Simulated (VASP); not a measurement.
# AlN: single point with PBEsol

**The experiment to reproduce.**

From “Self-assembly of well-separated AlN nanowires directly on sputtered metallic TiN films”, 2019, arxiv:1910.07391, for a bulk crystal of AlN at 10 K: band gap 6.034 eV (an exciton energy, a little under the gap).

Crystal: AlN.

```
Al N
1.0
     3.10669    0.00000    0.00000
    -1.55335    2.69048    0.00000
     0.00000    0.00000    4.97859
Al N
2 2
Direct
  0.33333 0.66667 0.99920
  0.66667 0.33333 0.49920
  0.33333 0.66667 0.38080
  0.66667 0.33333 0.88080
```

```json
{
 "Program": "VASP 6.6.1",
 "Task": "single point",
 "Functional": "PBEsol",
 "Potentials or basis": "VASP PAW PBE potentials, release 64 (Al, N)",
 "Cutoff": "600 eV",
 "k mesh": "6 × 6 × 4",
 "Occupations": "fermi-dirac, width 0.2 eV",
 "Spin": "no spin polarisation",
 "Dipole correction": "no",
 "Further INCAR settings": "ALGO = Normal; EDIFF = 1e-06; NBANDS = 16"
}
```

The pressure is 1.0 GPa. The largest force is 0.013 eV/Å. The band gap on the k mesh is 4.17 eV.

Forces in eV/Å, atoms in the order of the input:
```
Al   0.000  0.000 -0.013
Al   0.000  0.000 -0.013
N    0.000  0.000  0.013
N    0.000  0.000  0.013
```

Stress tensor (GPa, compression positive):
```
1.07 0.00 0.00
0.00 1.07 0.00
0.00 0.00 0.73
```

Levels at points of the mesh, in eV from the valence-band top:
```
           k point  band 4  band 5  band 6  band 7  band 8  band 9  band 10  band 11  band 12  band 13
(0.00, 0.00, 0.00)   -0.86   -0.86   -0.21   -0.21    0.00    4.17     6.61    10.54    11.08    11.08
(0.50, 0.00, 0.00)   -4.21   -3.38   -2.10   -1.81   -0.69    5.68     5.70     8.13    10.20    10.82
(0.00, 0.00, 0.50)   -3.37   -0.55   -0.55   -0.55   -0.55    6.43     6.43    10.25    10.25    11.40
(0.50, 0.00, 0.50)   -5.67   -1.48   -1.48   -1.38   -1.38    5.19     5.19     9.16     9.16    11.78
```

Wall time 17 s on 1 thread of Intel(R) Xeon(R) Platinum 8488C (Sapphire Rapids), with other jobs on the host, peak memory 0.17 GiB.

Measured gap of AlN: 6.034 eV (an exciton energy, a little under the gap; 10 K; quoted in “Self-assembly of well-separated AlN nanowires directly on sputtered metallic TiN films”, 2019, arxiv:1910.07391). This calculation gives 4.17 eV (-1.87 eV). 2 values of this kind are on record (6.034 to 6.0343 eV); this one was drawn at random. The value is that of PBEsol, without temperature or zero-point motion. Semilocal functionals fall short of measured gaps as a rule.

Caveat: the PAW data sets were made with another functional, which shifts forces and pressure a little.
